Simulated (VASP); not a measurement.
A run of VASP 6.6.1 is set up as follows.

Contents of INCAR:

```
PREC     = Accurate       # precision mode
ENCUT    = 520            # plane-wave cutoff, eV
EDIFF    = 1E-6           # SCF threshold, eV
ISMEAR   = 0              # smearing method
SIGMA    = 0.1            # smearing width, eV
LREAL    = False          # projectors in reciprocal space
LASPH    = True           # aspherical terms in the spheres
NELM     = 150            # most SCF steps
ALGO     = Normal         # electronic algorithm
ISIF     = 2              # what is computed and relaxed
LWAVE    = False          # write WAVECAR
LCHARG   = False          # write CHGCAR
ISPIN    = 2              # spin polarisation
MAGMOM   = 0 0 0 -3 3 -3  # initial moments
LORBIT   = 11             # projections on sites
LMAXMIX  = 4              # l up to which the mixer works
GGA      = PE             # functional
NBANDS   = 31             # bands
```

Contents of KPOINTS:

```
Automatic mesh
0
Gamma
  4 4 4
```

The input POSCAR:

```
AlCo
1.0
    4.0440602500      0.0000000000      0.0000000000
    0.0000000000      4.4048714900      0.0000000000
    0.0000000000      0.0000000000      4.4409774800
Al Co
3 3
Direct
    0.2525511000      0.5000000000      0.5000000000
    0.7474489000      0.5000000000      0.5000000000
    0.5000000000      0.0000000000      0.5000000000
    0.0000000000      0.0000000000      0.7613539200
    0.0000000000      0.0000000000      0.2386460800
    0.5000000000      0.5000000000      0.0000000000
```

Potentials or basis: VASP PAW PBE potentials, release 64 (Al, Co).

The run is started by

```console
$ cat potpaw_PBE.64/Al/POTCAR potpaw_PBE.64/Co/POTCAR > POTCAR
$ mpirun -np 1 vasp_std > vasp.out
```

Problem. Predict the site moments.

Solution. Al -0.01, -0.02 (each value once); Co +0.84, -0.84 (each value once) μB.

Problem. Predict the net moment.

Solution. 0.84 μB per cell.

Problem. Estimate the largest force.

Solution. 2.676 eV/Å.

Problem. Predict the pressure.

Solution. 24.9 GPa.

Stress tensor (GPa, compression positive):
```
71.50  0.00  0.00
 0.00  0.28  0.00
 0.00  0.00  2.98
```

Caveat: the k points lie up to 0.39 Å⁻¹ apart; forces of over 1 eV/Å act on the atoms, so gaps and moduli don't describe the material at rest.
